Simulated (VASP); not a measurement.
# P in VASP: a series of runs, part 2 of 2

VASP 6.6.1. Earlier steps stand in the parts before.

## (5) Single point, PBEsol (uniaxial strain along c: +3.0 %)

INCAR

```
PREC = Accurate
ENCUT = 520
EDIFF = 1E-7
ISMEAR = 0
SIGMA = 0.02
LREAL = False
LASPH = True
NELM = 80
ALGO = Normal
ISIF = 2
LWAVE = False
LCHARG = True
GGA = PS
LELF = True
LVHAR = True
NBANDS = 18
```

KPOINTS

```
Automatic mesh
0
Gamma
  8 1 6
```

POSCAR

```
P
1.0
    3.2597343660      0.0000000000      0.0000000000
    0.0000000000     34.6131869802      0.0000000000
    0.0000000000      0.0000000000      4.5700173463
P
4
Direct
    0.0000000000      0.9696896835      0.5847749696
    0.0000000000      0.0303103165      0.4152250304
    0.5000000000      0.0303103165      0.0847749696
    0.5000000000      0.9696896835      0.9152250304
```

Potentials or basis: VASP PAW PBE potentials, release 64 (P).

On the command line:

```bash
$ cat potpaw_PBE.64/P/POTCAR > POTCAR
$ mpirun -np 1 vasp_std > vasp.out
```

OUTCAR:

```text
PREC = Accurate
   ENCUT = 520
   EDIFF = 1E-7
   ISMEAR = 0
   LREAL = False
   LASPH = True
   NELM = 80
   ISIF = 2
   GGA = PS

 ion  position               nearest neighbor table
   1  0.000  0.970  0.585-   4 2.22   4 2.22   2 2.24
   2  0.000  0.030  0.415-   3 2.22   3 2.22   1 2.24
   3  0.500  0.030  0.085-   2 2.22   2 2.22   4 2.24
   4  0.500  0.970  0.915-   1 2.22   1 2.22   3 2.24

  LATTYP: Found a simple orthorhombic cell.
 ALAT       =     3.2597343660
 B/A-ratio  =     1.4019600474
 C/A-ratio  =    10.6184072363

  Lattice vectors:

 A1 = (  -3.2597343660,   0.0000000000,   0.0000000000)
 A2 = (   0.0000000000,   0.0000000000,   4.5700173463)
 A3 = (   0.0000000000,  34.6131869802,   0.0000000000)

Analysis of symmetry for initial positions (statically):
=====================================================================
 Subroutine PRICEL returns:
 Original cell was already a primitive cell.

 Routine SETGRP: Setting up the symmetry group for a
 simple orthorhombic supercell.

 Subroutine GETGRP returns: Found  8 space group operations
 (whereof  4 operations were pure point group operations)
 out of a pool of  8 trial point group operations.

The static configuration has the point symmetry C_2h.
 The point group associated with its full space group is D_2h.

Analysis of symmetry for dynamics (positions and initial velocities):
=====================================================================
 Subroutine PRICEL returns:
 Original cell was already a primitive cell.

 Routine SETGRP: Setting up the symmetry group for a
 simple orthorhombic supercell.

 Subroutine GETGRP returns: Found  8 space group operations
 (whereof  4 operations were pure point group operations)
 out of a pool of  8 trial point group operations.

The dynamic configuration has the point symmetry C_2h.
 The point group associated with its full space group is D_2h.

 Subroutine INISYM returns: Found  8 space group operations
[... 116 lines left out ...]
     AMIX_MAG =   1.60;   BMIX_MAG =  1.00
  volume/ion in A,a.u.               =     128.91       869.92
  Fermi-wavevector in a.u.,A,eV,Ry     =   0.554163  1.047216  4.178305  0.307097
  Thomas-Fermi vector in A             =   1.587350
   LORBIT       =      0    0 simple, 1 ext, 2 COOP (PROOUT), +10 PAW based schemes
   GGA     = PS    functional components
   LHFCALC =     F    Hartree Fock is set to
   AEXX    =    0.0000 exact exchange contribution
   IVDW    =     0    specifies the selected vdW correction
   LEPSILON=     F    determine dielectric tensor
   LRPA    =     F    only Hartree local field effects (RPA)
 non-spin polarized calculation
 Gauss-broadening in eV      SIGMA  =   0.02
  energy-cutoff  :      520.00
  volume of cell :      515.63
 maximum number of plane-waves:     13948
   NGX = 13   NGY =129   NGZ = 17

 number of electron      19.9999997 magnetization

 Free energy of the ion-electron system (eV)
  ---------------------------------------------------
  ext. energy  EPLUGINS =         0.00000000
  ---------------------------------------------------
  free energy    TOTEN  =       -22.82803691 eV

  energy without entropy =      -22.82803691  energy(sigma->0) =      -22.82803691

 E-fermi :  -3.2997     XC(G=0):  -1.7898

 val. band max:       -3.4474584418   @ k =   0.0000   0.0000   0.0000
 cond. band min:      -2.5505579031   @ k =   0.0000   0.0000   0.0000
 fundamental gap:      0.8969005388
 Fermi energy:        -3.2996643390

 k-point     1 :       0.0000    0.0000    0.0000
  band No.  band energies     occupation
      1     -18.4908      2.00000
      2     -15.8914      2.00000
      3     -12.6269      2.00000
      4      -9.1711      2.00000
      5      -8.1385      2.00000
      6      -8.0665      2.00000
[... 397 lines left out ...]
      5      -8.3797      2.00000
      6      -8.3797      2.00000
[... 10 lines left out ...]
     17       2.9355      0.00000
     18       2.9355      0.00000

------------------------ aborting loop because EDIFF is reached ----------------------------------------

  FORCE on cell =-STRESS in cart. coord.  units (eV):
  Direction    XX          YY          ZZ          XY          YZ          ZX
  --------------------------------------------------------------------------------------
  -------------------------------------------------------------------------------------
  Total       -0.0071652      0.0574696     -1.1471395      0.0000000     -0.0000000      0.0000000
  in kB       -0.0222636      0.1785695     -3.5643896      0.0000000     -0.0000000      0.0000000
  external PRESSURE =      -1.1360279 kB  Pullay stress =       0.0000000 kB

 VOLUME and BASIS-vectors are now :
 -----------------------------------------------------------------------------
  energy-cutoff  :      520.00
  volume of cell :      515.63
      direct lattice vectors                 reciprocal lattice vectors
     3.259734366  0.000000000  0.000000000     0.306773463  0.000000000  0.000000000
     0.000000000 34.613186980  0.000000000     0.000000000  0.028890723  0.000000000
     0.000000000  0.000000000  4.570017346     0.000000000  0.000000000  0.218817550

 POSITION                                       TOTAL-FORCE (eV/Angst)
 -----------------------------------------------------------------------------------
      0.00000     33.56405      2.67243         0.000000     -0.017147      0.225614
      0.00000      1.04914      1.89759         0.000000      0.017147     -0.225614
      1.62987      1.04914      0.38742        -0.000000      0.017147      0.225614
      1.62987     33.56405      4.18259         0.000000     -0.017147     -0.225614
 -----------------------------------------------------------------------------------
    total drift:                               -0.000000      0.000000     -0.000000

  FREE ENERGIE OF THE ION-ELECTRON SYSTEM (eV)
  ---------------------------------------------------
  free  energy   TOTEN  =       -22.8280369123 eV

  energy  without entropy=      -22.8280369123  energy(sigma->0) =      -22.82803691
```

OSZICAR:

```text
N       E                     dE             d eps       ncg     rms          rms(c)
DAV:   1     0.133657089803E+03    0.13366E+03   -0.56049E+03   720   0.728E+02
DAV:   2    -0.532728982038E+01   -0.13898E+03   -0.12912E+03  1202   0.128E+02
DAV:   3    -0.226884541228E+02   -0.17361E+02   -0.17283E+02   952   0.556E+01
DAV:   4    -0.230619314267E+02   -0.37348E+00   -0.37239E+00   990   0.106E+01
[... 16 lines left out ...]
DAV:  21    -0.228280353756E+02   -0.27852E-05   -0.52625E-08   716   0.722E-04    0.116E-03
DAV:  22    -0.228280361569E+02   -0.78130E-06   -0.82433E-09   804   0.368E-04    0.109E-04
DAV:  23    -0.228280367069E+02   -0.54996E-06   -0.75064E-09   678   0.267E-04    0.209E-04
DAV:  24    -0.228280368205E+02   -0.11367E-06   -0.59194E-10   712   0.122E-04    0.312E-05
DAV:  25    -0.228280369123E+02   -0.91733E-07   -0.36258E-10   638   0.818E-05
   1 F= -.22828037E+02 E0= -.22828037E+02  d E =-.452244E-27
```

It took 4.9 min on 1 thread of Intel Xeon Platinum 8488C (Sapphire Rapids), shared host; peak memory 0.55 GiB.

What came out:

- Free energy: -22.8280 eV
- Largest force: 0.226 eV/Å
- Band gap on the k mesh: 0.90 eV

Forces on the atoms (eV/Å):
```
P    0.000 -0.017  0.226
P    0.000  0.017 -0.226
P    0.000  0.017  0.226
P    0.000 -0.017 -0.226
```

Caveat: the cell differs from its parent crystal (uniaxial strain along c: +3.0 %); there is no dipole correction, which matters where the two faces differ; the PAW data sets were made with another functional, which shifts forces and pressure a little.

## (6) Single point, PBEsol (uniaxial strain along c: +4.5 %, then relaxed in part)

INCAR

```
  PREC = Accurate
  ENCUT = 520
  EDIFF = 1E-6
  ISMEAR = 0
  SIGMA = 0.02
  LREAL = False
  LASPH = True
  NELM = 80
  ALGO = Normal
  ISIF = 2
  LWAVE = False
  LCHARG = False
  GGA = PS
  NBANDS = 18
```

KPOINTS

```
regular mesh
0
Gamma
  8 1 6
```

POSCAR

```
P
1.0
    3.2580632223      0.0000000000      0.0000000000
    0.0000000000     34.4823699560      0.0000000000
    0.0000000000      0.0000000000      4.6365709970
P
4
Direct
    0.0000000000      0.9697115326      0.5891202099
    0.0000000000      0.0302884674      0.4108797901
    0.5000000000      0.0302884674      0.0891202099
    0.5000000000      0.9697115326      0.9108797901
```

Potentials or basis: VASP PAW PBE potentials, release 64 (P).

On the command line:

```bash
$ cat potpaw_PBE.64/P/POTCAR > POTCAR
$ mpirun -np 1 vasp_std > vasp.out
```

OUTCAR:

```text
PREC = Accurate
   ENCUT = 520
   EDIFF = 1E-6
   ISMEAR = 0
   LREAL = False
   LASPH = True
   NELM = 80
   ISIF = 2
   GGA = PS

 ion  position               nearest neighbor table
   1  0.000  0.970  0.589-   4 2.21   4 2.21   2 2.25
   2  0.000  0.030  0.411-   3 2.21   3 2.21   1 2.25
   3  0.500  0.030  0.089-   2 2.21   2 2.21   4 2.25
   4  0.500  0.970  0.911-   1 2.21   1 2.21   3 2.25

  LATTYP: Found a simple orthorhombic cell.
 ALAT       =     3.2580632223
 B/A-ratio  =     1.4231065147
 C/A-ratio  =    10.5837019122

  Lattice vectors:

 A1 = (  -3.2580632223,   0.0000000000,   0.0000000000)
 A2 = (   0.0000000000,   0.0000000000,   4.6365709970)
 A3 = (   0.0000000000,  34.4823699560,   0.0000000000)

Analysis of symmetry for initial positions (statically):
=====================================================================
 Subroutine PRICEL returns:
 Original cell was already a primitive cell.

 Routine SETGRP: Setting up the symmetry group for a
 simple orthorhombic supercell.

 Subroutine GETGRP returns: Found  8 space group operations
 (whereof  4 operations were pure point group operations)
 out of a pool of  8 trial point group operations.

The static configuration has the point symmetry C_2h.
 The point group associated with its full space group is D_2h.

Analysis of symmetry for dynamics (positions and initial velocities):
=====================================================================
 Subroutine PRICEL returns:
 Original cell was already a primitive cell.

 Routine SETGRP: Setting up the symmetry group for a
 simple orthorhombic supercell.

 Subroutine GETGRP returns: Found  8 space group operations
 (whereof  4 operations were pure point group operations)
 out of a pool of  8 trial point group operations.

The dynamic configuration has the point symmetry C_2h.
 The point group associated with its full space group is D_2h.

 Subroutine INISYM returns: Found  8 space group operations
[... 116 lines left out ...]
     AMIX_MAG =   1.60;   BMIX_MAG =  1.00
  volume/ion in A,a.u.               =     130.22       878.80
  Fermi-wavevector in a.u.,A,eV,Ry     =   0.552290  1.043676  4.150103  0.305024
  Thomas-Fermi vector in A             =   1.584665
   LORBIT       =      0    0 simple, 1 ext, 2 COOP (PROOUT), +10 PAW based schemes
   GGA     = PS    functional components
   LHFCALC =     F    Hartree Fock is set to
   AEXX    =    0.0000 exact exchange contribution
   IVDW    =     0    specifies the selected vdW correction
   LEPSILON=     F    determine dielectric tensor
   LRPA    =     F    only Hartree local field effects (RPA)
 non-spin polarized calculation
 Gauss-broadening in eV      SIGMA  =   0.02
  energy-cutoff  :      520.00
  volume of cell :      520.90
 maximum number of plane-waves:     14136
   NGX = 13   NGY =129   NGZ = 17

 number of electron      20.0000001 magnetization

 Free energy of the ion-electron system (eV)
  ---------------------------------------------------
  ext. energy  EPLUGINS =         0.00000000
  ---------------------------------------------------
  free energy    TOTEN  =       -22.82321579 eV

  energy without entropy =      -22.82321579  energy(sigma->0) =      -22.82321579

 E-fermi :  -3.3607     XC(G=0):  -1.8028

 val. band max:       -3.4669942446   @ k =   0.0000   0.0000   0.0000
 cond. band min:      -2.5796257494   @ k =   0.0000   0.0000   0.0000
 fundamental gap:      0.8873684952
 Fermi energy:        -3.3606625253

 k-point     1 :       0.0000    0.0000    0.0000
  band No.  band energies     occupation
      1     -18.5252      2.00000
      2     -16.0262      2.00000
      3     -12.6987      2.00000
      4      -9.2196      2.00000
      5      -8.1511      2.00000
      6      -8.1004      2.00000
[... 397 lines left out ...]
      5      -8.4523      2.00000
      6      -8.4523      2.00000
[... 10 lines left out ...]
     17       3.0150      0.00000
     18       3.0150      0.00000

------------------------ aborting loop because EDIFF is reached ----------------------------------------

  FORCE on cell =-STRESS in cart. coord.  units (eV):
  Direction    XX          YY          ZZ          XY          YZ          ZX
  --------------------------------------------------------------------------------------
  -------------------------------------------------------------------------------------
  Total       -0.0071783     -0.0820896     -0.8718832      0.0000000     -0.0000000      0.0000000
  in kB       -0.0220791     -0.2524905     -2.6817319      0.0000000     -0.0000000      0.0000000
  external PRESSURE =      -0.9854338 kB  Pullay stress =       0.0000000 kB

 VOLUME and BASIS-vectors are now :
 -----------------------------------------------------------------------------
  energy-cutoff  :      520.00
  volume of cell :      520.90
      direct lattice vectors                 reciprocal lattice vectors
     3.258063222  0.000000000  0.000000000     0.306930815  0.000000000  0.000000000
     0.000000000 34.482369956  0.000000000     0.000000000  0.029000327  0.000000000
     0.000000000  0.000000000  4.636570997     0.000000000  0.000000000  0.215676628

 POSITION                                       TOTAL-FORCE (eV/Angst)
 -----------------------------------------------------------------------------------
      0.00000     33.43795      2.73150         0.000000      0.016164      0.012099
      0.00000      1.04442      1.90507        -0.000000     -0.016164     -0.012099
      1.62903      1.04442      0.41321        -0.000000     -0.016164      0.012099
      1.62903     33.43795      4.22336        -0.000000      0.016164     -0.012099
 -----------------------------------------------------------------------------------
    total drift:                               -0.000000      0.000000      0.000000

  FREE ENERGIE OF THE ION-ELECTRON SYSTEM (eV)
  ---------------------------------------------------
  free  energy   TOTEN  =       -22.8232157950 eV

  energy  without entropy=      -22.8232157950  energy(sigma->0) =      -22.82321579
```

OSZICAR:

```text
N       E                     dE             d eps       ncg     rms          rms(c)
DAV:   1     0.136589821924E+03    0.13659E+03   -0.55462E+03   720   0.722E+02
DAV:   2    -0.489242750197E+01   -0.14148E+03   -0.13255E+03  1210   0.133E+02
DAV:   3    -0.226896393077E+02   -0.17797E+02   -0.17721E+02   978   0.567E+01
DAV:   4    -0.230595703102E+02   -0.36993E+00   -0.36881E+00  1014   0.105E+01
[... 12 lines left out ...]
DAV:  17    -0.228231710850E+02   -0.22994E-04   -0.44730E-07   780   0.331E-03    0.234E-03
DAV:  18    -0.228231975315E+02   -0.26447E-04   -0.57864E-07   734   0.270E-03    0.500E-03
DAV:  19    -0.228232073893E+02   -0.98578E-05   -0.17496E-07   782   0.148E-03    0.176E-03
DAV:  20    -0.228232151202E+02   -0.77309E-05   -0.27511E-07   704   0.179E-03    0.315E-03
DAV:  21    -0.228232157950E+02   -0.67474E-06   -0.16914E-08   732   0.778E-04
   1 F= -.22823216E+02 E0= -.22823216E+02  d E =-.124569E-15
```

Run time: 3.8 min. Hardware: 1 thread of Intel Xeon Platinum 8488C (Sapphire Rapids), shared host; peak memory 0.53 GiB.

Results:

```
Free energy            : -22.8232 eV
Largest force          : 0.020 eV/Å
Band gap on the k mesh : 0.89 eV
```

Forces on the atoms (eV/Å):
```
P    0.000  0.016  0.012
P    0.000 -0.016 -0.012
P    0.000 -0.016  0.012
P    0.000  0.016 -0.012
```

Levels at points of the mesh, in eV from the valence-band top:
```csv
k point,band 6,band 7,band 8,band 9,band 10,band 11,band 12,band 13,band 14,band 15
"(0.00, 0.00, 0.00)",-4.63,-3.18,-1.70,-1.57,0.00,0.89,1.74,2.86,3.41,4.46
"(0.50, 0.00, 0.00)",-5.02,-2.72,-2.72,-1.95,-1.95,1.15,1.15,2.12,2.12,3.79
"(0.00, 0.00, 0.50)",-2.95,-2.38,-2.38,-1.31,-1.31,2.25,2.25,3.68,3.68,3.82
"(0.50, 0.00, 0.50)",-4.99,-4.60,-4.60,-1.07,-1.07,2.40,2.40,3.73,3.73,5.19
```

Caveat: the cell differs from its parent crystal (uniaxial strain along c: +4.5 %, then relaxed in part); there is no dipole correction, which matters where the two faces differ; the PAW data sets were made with another functional, which shifts forces and pressure a little.

## (7) Summary

```csv
cell,k mesh,smearing,gap on the mesh (eV),largest force (eV/Å)
"a = 3.284, b = 34.875, c = 4.437 Å, 4 atoms, atomic positions A",8 × 1 × 6,gaussian 0.05 eV,0.72,0.02
"a = 3.284, b = 34.875, c = 4.437 Å, 4 atoms, atomic positions A",10 × 1 × 8,gaussian 0.05 eV,0.72,0.02
"a = 3.266, b = 34.614, c = 4.570 Å, 4 atoms, atomic positions B",8 × 1 × 6,gaussian 0.02 eV,0.83,0.02
"a = 3.260, b = 34.613, c = 4.570 Å, 4 atoms, atomic positions C",8 × 1 × 6,gaussian 0.02 eV,0.90,0.23
"a = 3.258, b = 34.482, c = 4.637 Å, 4 atoms, atomic positions D",8 × 1 × 6,gaussian 0.02 eV,0.89,0.02
```

Alike in all rows: task single point; level PBEsol; potentials or basis VASP PAW PBE potentials, release 64 (P); no spin polarisation; cutoff (eV) 520.

Caveats: there is no dipole correction, which matters where the two faces differ; the PAW data sets were made with another functional, which shifts forces and pressure a little; semilocal functionals underestimate gaps, and a narrow one can read as zero (at least some runs).

Total energies depend on the potentials used, so only differences within one code and one set of settings carry meaning.
